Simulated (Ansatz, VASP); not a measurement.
# Si2W in VASP and in Ansatz

File INCAR:

```
SYSTEM = Si2W
PREC = Accurate ; ENCUT = 520
EDIFF = 1E-7 ; ISMEAR = 0
SIGMA = 0.1 ; LREAL = .False.
LASPH = .True. ; NELM = 80
ALGO = Normal ; ISIF = 2
LWAVE = .False. ; LCHARG = .False.
GGA = PS ; NBANDS = 18
```

The input KPOINTS:

```
regular mesh
0
Gamma
  18 18 18
  0 0 0
```

Contents of POSCAR:

```
Si2W
1.0
   -1.6069000000      1.6069000000      3.9149500000
    1.6069000000     -1.6069000000      3.9149500000
    1.6069000000      1.6069000000     -3.9149500000
Si W
2 1
Direct
    0.3347000000      0.3347000000      0.0000000000
    0.6653000000      0.6653000000      0.0000000000
    0.0000000000      0.0000000000      0.0000000000
```

Input for Ansatz:

```yaml
crystal:
  lattice:
    - [-1.6069, 1.6069, 3.91495]
    - [1.6069, -1.6069, 3.91495]
    - [1.6069, 1.6069, -3.91495]
  atoms:
    - { symbol: Si, position: [0.3347, 0.3347, 0.0] }
    - { symbol: Si, position: [0.6653, 0.6653, 0.0] }
    - { symbol: W, position: [0.0, 0.0, 0.0] }
basis:
  ecutwfc: 420
kpoints:
  mp_grid: { grid: [18, 18, 18] }
hamiltonian:
  xc: pbesol
scf:
  occupations: { method: gaussian, width: 0.1 }
output:
  forces: true
  stress: true
  eigenvalues: true
  populations: true
```

Alike in both runs: task single point; functional PBEsol; k mesh 18 × 18 × 18; occupations gaussian, width 0.1 eV; no spin polarisation.

```csv
,VASP,Ansatz
version,VASP 6.6.1,Ansatz 0.2.0
potentials or method,"VASP PAW PBE potentials, release 64 (Si, W_sv), cutoff 520 eV","scalar-relativistic, plane waves, PAW"
valence electrons in the cell,22,22
```

|  | VASP | Ansatz | Ansatz less VASP |
| --- | --- | --- | --- |
| gap on the k mesh at the Fermi level (eV) | none | none | - |
| pressure (GPa) | -1.6 | -2.0 | -0.33 |
| traceless stress, the component that is largest in VASP (GPa) | 0.28 | 0.31 | +0.031 |
| rms of the force components (eV/Å) | 0.005 | 0.003 | -0.0022 |

VASP's potentials were made for PBE, not for PBEsol. Atom by atom the forces differ by 0.002 eV/Å (rms over components). A gap of «none» marks a metal or a gap that the smearing closes. With one functional, cell and mesh, what is left measures potentials, basis and numerics.

Neither program's run includes spin-orbit coupling.
